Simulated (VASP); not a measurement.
Set up this calculation in VASP 6.6.1, as the native input.

```yaml
Task: single point
Functional: HSE06
Potentials_or_basis: VASP PAW PBE potentials, release 64 (Be, S)
Cutoff: 520 eV
k_mesh: 6 × 6 × 6
Occupations: gaussian, width 0.01 eV
Spin: no spin polarisation
Dipole_correction: no
Grid_for_exact_exchange_PRECFOCK: Normal
Further_INCAR_settings: ALGO = Normal; EDIFF = 1e-07; NBANDS = 11
Share_of_exact_exchange: 0.25
Screening_parameter: 0.2079 1/Å
```

Crystal: BeS.

```
CELL_PARAMETERS angstrom
0.00000 2.43431 2.43431
2.37345 0.00000 2.43431
2.37345 2.43431 0.00000
ATOMIC_POSITIONS crystal
Be 0.00000 0.00000 0.00000
S 0.25000 0.25000 0.25000
```

This cell differs from its parent crystal: uniaxial x strain -2.5%.

The input as run:

POSCAR

```
BeS
1.0
    0.0000000000      2.4343062282      2.4343062282
    2.3734485725      0.0000000000      2.4343062282
    2.3734485725      2.4343062282      0.0000000000
Be S
1 1
Direct
    0.0000000000      0.0000000000      0.0000000000
    0.2500000000      0.2500000000      0.2500000000
```

INCAR.step1

```
ALGO = Normal
EDIFF = 1E-5
ENCUT = 520
GGA = PE
ISIF = 2
ISMEAR = 0
LASPH = T
LCHARG = F
LREAL = F
LWAVE = T
NBANDS = 11
NELM = 60
PREC = Accurate
SIGMA = 0.01
```

INCAR.step2

```
ALGO = Normal
EDIFF = 1E-7
ENCUT = 520
GGA = PE
HFSCREEN = 0.2079
ISIF = 2
ISMEAR = 0
ISTART = 1
LASPH = T
LCHARG = F
LHFCALC = T
LREAL = F
LWAVE = F
NBANDS = 11
NELM = 60
PREC = Accurate
PRECFOCK = Normal
SIGMA = 0.01
```

KPOINTS

```
k-points
0
Gamma
  6 6 6
```

Potentials or basis: VASP PAW PBE potentials, release 64 (Be, S).

The run is started by

```sh
$ cat potpaw_PBE.64/Be/POTCAR potpaw_PBE.64/S/POTCAR > POTCAR
$ cp INCAR.step1 INCAR
$ mpirun -np 1 vasp_std > vasp.out
$ cp INCAR.step2 INCAR
$ mpirun -np 1 vasp_std > vasp.out
```

Results of the run:

```
Pressure               : 1.5 GPa
Band gap on the k mesh : 3.79 eV (least direct gap 6.75 eV)
```

Caveat: the cell differs from its parent crystal (uniaxial x strain -2.5%); the PAW data sets were made with another functional, which shifts forces and pressure a little.

Wall time 7.9 min on 1 thread of Intel(R) Xeon(R) 6975P-C (Granite Rapids), with other jobs on the host, peak memory 0.26 GiB.
